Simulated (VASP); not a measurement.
# Li (I4/mmm) in VASP: a series of runs

Runs on Li. Level: LDA. Tasks: single point.

Everything below comes from runs of VASP 6.6.1. Logs are shortened: lines on timing, memory, paths and dates and some standing lists are left out, and cuts for length are marked.

**1. The cell of the first run**

The structure is tetragonal, space group I4/mmm (No. 139). Conventional cell: a = 3.114 Å, b = 3.114 Å, c = 4.536 Å, α = 90.00°, β = 90.00°, γ = 90.00°. Li (site symmetry 4/mmm) has 12 Li at 3.11 to 3.16 Å within 4.1 Å.

**2. Single point, LDA (strain +0.000 along x and y, +0.030 along z)**

The input, INCAR:

```
PREC = Accurate
ENCUT = 520
EDIFF = 1E-7
ISMEAR = 0
SIGMA = 0.15
LREAL = False
LASPH = True
NELM = 80
ALGO = Normal
ISIF = 2
LWAVE = False
LCHARG = False
NBANDS = 8
```

The input, KPOINTS:

```
Automatic mesh
0
Gamma
  18 18 18
```

The input, POSCAR:

```
Li
1.0
    0.0000000000      2.2020000000      2.2680600000
    2.2020000000      0.0000000000      2.2680600000
    2.2020000000      2.2020000000      0.0000000000
Li
1
Direct
    0.0000000000      0.0000000000      0.0000000000
```

Potentials or basis: VASP PAW LDA potentials, release 64 (Li_sv).

The run is started by

```console
cat potpaw_LDA.64/Li_sv/POTCAR > POTCAR
mpirun -np 1 vasp_std > vasp.out
```

OUTCAR:

```text
PREC = Accurate
   ENCUT = 520
   EDIFF = 1E-7
   ISMEAR = 0
   LREAL = False
   LASPH = True
   NELM = 80
   ISIF = 2

 ion  position               nearest neighbor table
   1  0.000  0.000  0.000-

  LATTYP: Found a body centered tetragonal cell.
 ALAT       =     3.1140982643
 C/A-ratio  =     1.4566399692

  Lattice vectors:

 A1 = (  -2.2020000000,   0.0000000000,   2.2680600000)
 A2 = (   2.2020000000,   0.0000000000,   2.2680600000)
 A3 = (   0.0000000000,   2.2020000000,  -2.2680600000)

Analysis of symmetry for initial positions (statically):
=====================================================================
 Subroutine PRICEL returns:
 Original cell was already a primitive cell.

 Routine SETGRP: Setting up the symmetry group for a
 body centered tetragonal supercell.

 Subroutine GETGRP returns: Found 16 space group operations
 (whereof 16 operations were pure point group operations)
 out of a pool of 16 trial point group operations.

The static configuration has the point symmetry D_4h.

Analysis of symmetry for dynamics (positions and initial velocities):
=====================================================================
 Subroutine PRICEL returns:
 Original cell was already a primitive cell.

 Routine SETGRP: Setting up the symmetry group for a
 body centered tetragonal supercell.

 Subroutine GETGRP returns: Found 16 space group operations
 (whereof 16 operations were pure point group operations)
 out of a pool of 16 trial point group operations.

The dynamic configuration has the point symmetry D_4h.

 Subroutine INISYM returns: Found 16 space group operations
 (whereof 16 operations are pure point group operations),
 and found     1 'primitive' translations

----------------------------------------------------------------------------------------

                                     Primitive cell

  volume of cell :      21.9948

  direct lattice vectors                    reciprocal lattice vectors
     0.000000000  2.202000000  2.268060000    -0.227066303  0.227066303  0.220452722
     2.202000000  0.000000000  2.268060000     0.227066303 -0.227066303  0.220452722
     2.202000000  2.202000000  0.000000000     0.227066303  0.227066303 -0.220452722

  length of vectors
     3.161154878  3.161154878  3.114098264     0.389509454  0.389509454  0.389509454

  position of ions in fractional coordinates (direct lattice)
     0.000000000  0.000000000  0.000000000

[... 76 lines left out ...]
   LREAL  =      F    real-space projection
   EDIFFG = 0.1E-05   stopping-criterion for IOM
   NSW    =      0    number of steps for IOM
   IBRION =     -1    ionic relax: 0-MD 1-quasi-New 2-CG
   NFREE  =      0    steps in history (QN), initial steepest desc. (CG)
   ISIF   =      2    stress and relaxation
   ISYM   =      2    0-nonsym 1-usesym 2-fastsym
   POTIM  = 0.5000    time-step for ionic-motion
   TEBEG  =    0.0;   TEEND  =   0.0 temperature during run
   PSTRESS=    0.0 pullay stress
   NELECT =       3.0000    total number of electrons
   NUPDOWN=      -1.0000    fix difference up-down
   EMIN   =  10.00;   EMAX   =-10.00  energy-range for DOS
   EFERMI =   0.00;   METHOD = LEGACY
   ISMEAR =     0;   SIGMA  =   0.15  broadening in eV -4-tet -1-fermi 0-gaus
   EFERMI_NEDOS =   21; number of points for ismear=-14 and -15
   IALGO  =     38    algorithm
   IMIX   =      4    mixing-type and parameters
     AMIX     =   0.40;   BMIX     =  1.00
     AMIX_MAG =   1.60;   BMIX_MAG =  1.00
  volume/ion in A,a.u.               =      21.99       148.43
  Fermi-wavevector in a.u.,A,eV,Ry     =   0.842705  1.592481  9.662199  0.710152
  Thomas-Fermi vector in A             =   1.957454
   LORBIT       =      0    0 simple, 1 ext, 2 COOP (PROOUT), +10 PAW based schemes
   GGA     = CA    functional components
   LHFCALC =     F    Hartree Fock is set to
   AEXX    =    0.0000 exact exchange contribution
   IVDW    =     0    specifies the selected vdW correction
   LEPSILON=     F    determine dielectric tensor
   LRPA    =     F    only Hartree local field effects (RPA)
 non-spin polarized calculation
 Gauss-broadening in eV      SIGMA  =   0.15
  energy-cutoff  :      520.00
  volume of cell :       21.99
 maximum number of plane-waves:       612
   NGX = 11   NGY = 11   NGZ = 11

 number of electron       3.0000007 magnetization

 Free energy of the ion-electron system (eV)
  ---------------------------------------------------
  ext. energy  EPLUGINS =         0.00000000
  ---------------------------------------------------
  free energy    TOTEN  =        -2.03213360 eV

  energy without entropy =       -2.02716842  energy(sigma->0) =       -2.02965101

 E-fermi :   0.3910     XC(G=0):  -6.9412

 val. band max:        0.3588561326   @ k =   0.4444   0.3889   0.0556
 cond. band min:       0.3911367081   @ k =   0.5000   0.0000   0.0000
 fundamental gap:      0.0322805755
 Fermi energy:         0.3909589873

 k-point     1 :       0.0000    0.0000    0.0000
  band No.  band energies     occupation
      1     -45.3949      2.00000
      2      -3.0129      2.00000
      3      13.6888      0.00000
      4      13.6888      0.00000
      5      13.7089      0.00000
      6      17.6348      0.00000
      7      17.7407      0.00000
      8      17.7407      0.00000
[... 243 lines left out ...]
 k-point    24 :      -0.2222    0.0556    0.0000
  band No.  band energies     occupation
      1     -45.3878      2.00000
      2      -1.9665      2.00000
      3       8.1101      0.00000
      4      11.5789      0.00000
      5      13.2772      0.00000
      6      17.1129      0.00000
      7      18.1050      0.00000
      8      18.5327      0.00000

 [... further k-points ...]

------------------------ aborting loop because EDIFF is reached ----------------------------------------

  FORCE on cell =-STRESS in cart. coord.  units (eV):
  Direction    XX          YY          ZZ          XY          YZ          ZX
  --------------------------------------------------------------------------------------
  -------------------------------------------------------------------------------------
  Total       -0.2457784     -0.2457784     -0.2672445      0.0000000      0.0000000      0.0000000
  in kB      -17.9033858    -17.9033858    -19.4670531      0.0000000      0.0000000      0.0000000
  external PRESSURE =     -18.4246083 kB  Pullay stress =       0.0000000 kB

 VOLUME and BASIS-vectors are now :
 -----------------------------------------------------------------------------
  energy-cutoff  :      520.00
  volume of cell :       21.99
      direct lattice vectors                 reciprocal lattice vectors
     0.000000000  2.202000000  2.268060000    -0.227066303  0.227066303  0.220452722
     2.202000000  0.000000000  2.268060000     0.227066303 -0.227066303  0.220452722
     2.202000000  2.202000000  0.000000000     0.227066303  0.227066303 -0.220452722

 POSITION                                       TOTAL-FORCE (eV/Angst)
 -----------------------------------------------------------------------------------
      0.00000      0.00000      0.00000         0.000000      0.000000      0.000000
 -----------------------------------------------------------------------------------
    total drift:                                0.000000      0.000000     -0.000000

  FREE ENERGIE OF THE ION-ELECTRON SYSTEM (eV)
  ---------------------------------------------------
  free  energy   TOTEN  =        -2.0321335987 eV

  energy  without entropy=       -2.0271684150  energy(sigma->0) =       -2.02965101
```

It took 27 s on 1 thread of Intel Xeon Platinum 8375C at 2.90GHz (Ice Lake), shared host; peak memory 0.17 GiB.

Results:

```yaml
Free_energy: -2.0321 eV
Band_gap_on_the_k_mesh: zero (an odd number of electrons rules out a gap without spin polarisation)
```

Levels at points of the mesh, in eV from the Fermi level:
```csv
k point,band 1,band 2,band 3,band 4,band 5,band 6,band 7
"(0.00, 0.00, 0.00)",-45.79,-3.40,13.30,13.30,13.32,17.24,17.35
"(0.50, 0.00, 0.00)",-45.77,0.00,2.69,11.46,11.95,15.46,16.06
"(0.50, 0.50, 0.00)",-45.77,1.20,4.20,8.13,8.13,10.42,14.51
"(0.50, 0.00, 0.50)",-45.77,1.55,4.59,7.67,7.81,10.03,14.15
```

Caveat: the cell differs from its parent crystal (strain +0.000 along x and y, +0.030 along z); the cutoff is under 1.25 times the usual one of these potentials, so pressure, stress and relaxed cells hold a basis-set (Pulay) error.

**3. Single point, LDA (strain +0.015 along x and y, +0.000 along z)**

The input, INCAR:

```
PREC = Accurate
ENCUT = 520
EDIFF = 1E-6
ISMEAR = 0
SIGMA = 0.15
LREAL = False
LASPH = True
NELM = 100
ALGO = Fast
ISIF = 2
LWAVE = False
LCHARG = False
NBANDS = 8
```

The input, KPOINTS:

```
regular mesh
0
Gamma
  18 18 18
```

The input, POSCAR:

```
Li
1.0
    0.0000000000      2.2350300000      2.2020000000
    2.2350300000      0.0000000000      2.2020000000
    2.2350300000      2.2350300000      0.0000000000
Li
1
Direct
    0.0000000000      0.0000000000      0.0000000000
```

Potentials or basis: VASP PAW LDA potentials, release 64 (Li_sv).

The run is started by

```console
cat potpaw_LDA.64/Li_sv/POTCAR > POTCAR
mpirun -np 1 vasp_std > vasp.out
```

It took 37 s on 1 thread of Intel Xeon Platinum 8375C at 2.90GHz (Ice Lake), shared host; peak memory 0.17 GiB.

The run converged. Its results:

```
Free energy            : -2.0322 eV
Band gap on the k mesh : zero (an odd number of electrons rules out a gap without spin polarisation)
```

Levels at points of the mesh, in eV from the Fermi level:
```csv
k point,band 1,band 2,band 3,band 4,band 5
"(0.00, 0.00, 0.00)",-45.80,-3.41,13.29,13.30,13.30
"(0.50, 0.00, 0.00)",-45.78,0.00,2.69,11.59,11.82
"(0.50, 0.50, 0.00)",-45.78,1.55,4.59,7.73,7.73
"(0.50, 0.00, 0.50)",-45.78,1.37,4.39,7.89,7.96
```

Caveat: the cell differs from its parent crystal (strain +0.015 along x and y, +0.000 along z); the cutoff is under 1.25 times the usual one of these potentials, so pressure, stress and relaxed cells hold a basis-set (Pulay) error.

**4. Single point, LDA (strain +0.030 along x and y, +0.000 along z)**

The input, INCAR:

```
  ALGO = Normal
  EDIFF = 1E-6
  ENCUT = 520
  GGA = CA
  ISIF = 2
  ISMEAR = 0
  LASPH = True
  LCHARG = False
  LREAL = False
  LWAVE = False
  NBANDS = 8
  NELM = 80
  PREC = Accurate
  SIGMA = 0.15
```

The input, KPOINTS:

```
k-points
0
Gamma
  18 18 18
```

The input, POSCAR:

```
Li
1.0
    0.0000000000      2.2680600000      2.2020000000
    2.2680600000      0.0000000000      2.2020000000
    2.2680600000      2.2680600000      0.0000000000
Li
1
Direct
    0.0000000000      0.0000000000      0.0000000000
```

The run is started by

```console
cat potpaw_LDA.64/Li_sv/POTCAR > POTCAR
mpirun -np 1 vasp_std > vasp.out
```

Run time: 22 s. Hardware: 1 thread of Intel Xeon Platinum 8375C at 2.90GHz (Ice Lake), shared host; peak memory 0.17 GiB.

It converged, with:

```
Free energy            : -2.0245 eV
Band gap on the k mesh : zero (an odd number of electrons rules out a gap without spin polarisation)
```

Levels at points of the mesh, in eV from the Fermi level:
| k point | band 1 | band 2 | band 3 | band 4 | band 5 |
| --- | --- | --- | --- | --- | --- |
| (0.00, 0.00, 0.00) | -45.84 | -3.37 | 13.00 | 13.04 | 13.04 |
| (0.50, 0.00, 0.00) | -45.83 | 0.01 | 2.60 | 11.25 | 11.67 |
| (0.50, 0.50, 0.00) | -45.82 | 1.65 | 4.62 | 7.45 | 7.45 |
| (0.50, 0.00, 0.50) | -45.82 | 1.30 | 4.23 | 7.77 | 7.91 |

Caveat: the cell differs from its parent crystal (strain +0.030 along x and y, +0.000 along z); the cutoff is under 1.25 times the usual one of these potentials, so pressure, stress and relaxed cells hold a basis-set (Pulay) error.

**5. The runs side by side**

| cell | gap on the mesh (eV) |
| --- | --- |
| a = 3.161, b = 3.161, c = 3.114 Å, angles 60.5, 60.5, 59.0°, 1 atom | none |
| a = 3.138, b = 3.138, c = 3.161 Å, angles 59.8, 59.8, 60.5°, 1 atom | none |
| a = 3.161, b = 3.161, c = 3.208 Å, angles 59.5, 59.5, 61.0°, 1 atom | none |

Alike in all rows: task single point; level LDA; potentials or basis VASP PAW LDA potentials, release 64 (Li_sv); no spin polarisation; k mesh 18 × 18 × 18; cutoff (eV) 520; smearing gaussian 0.15 eV.

Caveats: the cutoff is under 1.25 times the usual one of these potentials, so pressure, stress and relaxed cells hold a basis-set (Pulay) error.

Total energies depend on the potentials used, so only differences within one code and one set of settings carry meaning.
